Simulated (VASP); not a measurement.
Crystal: Sb.

```
CELL_PARAMETERS angstrom
3.12240 0.00000 0.00000
0.00000 4.34752 0.00000
-0.03891 0.00000 4.40585
ATOMIC_POSITIONS crystal
Sb 0.98861 0.75000 0.75883
Sb 0.01139 0.25000 0.24117
```

| Property | Result |
| --- | --- |
| Program | VASP 6.6.1 |
| Task | relaxation of cell and atoms |
| Functional | PBE |
| Potentials or basis | VASP PAW PBE potentials, release 64 (Sb) |
| Cutoff | 600 eV |
| k mesh | 12 × 8 × 8 |
| Occupations | gaussian, width 0.1 eV |
| Spin | no spin polarisation |

At the start: pressure 0.3 GPa; volume 29.90 Å³/atom.

Question: Where does the relaxation end?

Answer: Over 11 steps the energy falls by 4.9 meV/atom and the volume is 29.98 Å³/atom (+0.2 %); space group P2_1/m (No. 11, to 0.1 Å) before, Pm-3m (No. 221, to 0.1 Å).

Step by step:
```csv
step,energy change (eV),largest force (eV/Å),pressure (GPa),volume (Å³)
1,0.0000,0.1154,0.35,59.81
2,-0.0059,0.0873,-0.25,60.36
3,-0.0060,0.0842,-0.30,60.42
4,-0.0071,0.0759,0.06,60.01
5,-0.0072,0.0727,0.18,59.87
6,-0.0082,0.0587,0.17,59.86
7,-0.0092,0.0257,0.18,59.80
8,-0.0097,0.0179,-0.12,60.11
9,-0.0097,0.0179,-0.10,60.09
10,-0.0099,0.0171,0.05,59.94
11,-0.0099,0.0171,0.03,59.95
```

Final structure:
```cif
data_structure
_symmetry_space_group_name_H-M 'P 1'
_symmetry_Int_Tables_number 1
_cell_length_a 3.0885
_cell_length_b 4.4146
_cell_length_c 4.3972
_cell_angle_alpha 90.000
_cell_angle_beta 89.796
_cell_angle_gamma 90.000
_cell_volume 59.95
loop_
_atom_site_label
_atom_site_type_symbol
_atom_site_fract_x
_atom_site_fract_y
_atom_site_fract_z
_atom_site_occupancy
Sb1 Sb 0.99484 0.75000 0.74953 1
Sb2 Sb 0.00516 0.25000 0.25047 1
```
